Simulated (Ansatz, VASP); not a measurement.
# Two plane-wave programs on ZnS

INCAR

```
  PREC = Accurate
  ENCUT = 520
  EDIFF = 1E-6
  ISMEAR = -1
  SIGMA = 0.05
  LREAL = F
  LASPH = T
  NELM = 80
  ALGO = Normal
  ISIF = 2
  LWAVE = F
  LCHARG = F
  GGA = RE
  NBANDS = 16
```

Contents of KPOINTS:

```
regular mesh
0
Gamma
  9 9 9
```

File POSCAR:

```
ZnS
1.0
    0.0000000000      2.6468416657      2.6468416657
    2.6468416657      0.0000000000      2.6468416657
    2.6468416657      2.6468416657      0.0000000000
Zn S
1 1
Direct
    0.7500000000      0.7500000000      0.7500000000
    0.0000000000      0.0000000000      0.0000000000
```

File input.yaml:

```yaml
crystal:
  lattice:
    - [0.0, 2.6468416657, 2.6468416657]
    - [2.6468416657, 0.0, 2.6468416657]
    - [2.6468416657, 2.6468416657, 0.0]
  atoms:
    - { symbol: Zn, position: [0.75, 0.75, 0.75] }
    - { symbol: S, position: [0.0, 0.0, 0.0] }
hamiltonian:
  xc: revpbe
  pseudopotentials: { kind: paw }
kpoints:
  mp_grid: { grid: [9, 9, 9] }
scf:
  occupations: { method: fermi_dirac, width: 0.05 }
output:
  forces: true
  stress: true
  eigenvalues: true
  write_density: true
  write_potential: true
  elf: true
  volumetric_format: npy
```

Alike in both runs: task single point; functional revPBE; k mesh 9 × 9 × 9; occupations fermi-dirac, width 0.05 eV; no spin polarisation.

|  | VASP | Ansatz |
| --- | --- | --- |
| version | VASP 6.6.1 | Ansatz 0.2.0 |
| potentials or method | VASP PAW PBE potentials, release 64 (Zn, S) | Ansatz PAW |
| plane-wave cutoff (eV) | 520 | 420 |
| valence electrons in the cell | 18 | 18 |

Ansatz gave:

```
gap on the k mesh at the Fermi level (eV) : 2.50
least direct gap on the mesh (eV)         : 2.50
pressure (GPa)                            : 9.1
```

Estimate VASP's values.

gap on the k mesh at the Fermi level (eV): 2.51; least direct gap on the mesh (eV): 2.51; pressure (GPa): 9.2.

VASP's potentials were made for PBE, not for revPBE. With one functional, cell and mesh, what is left measures potentials, basis and numerics.

Noted on Ansatz's run: odd divisions of the mesh miss points on the zone boundary, where band edges often lie, so the gap on the mesh can be too wide.
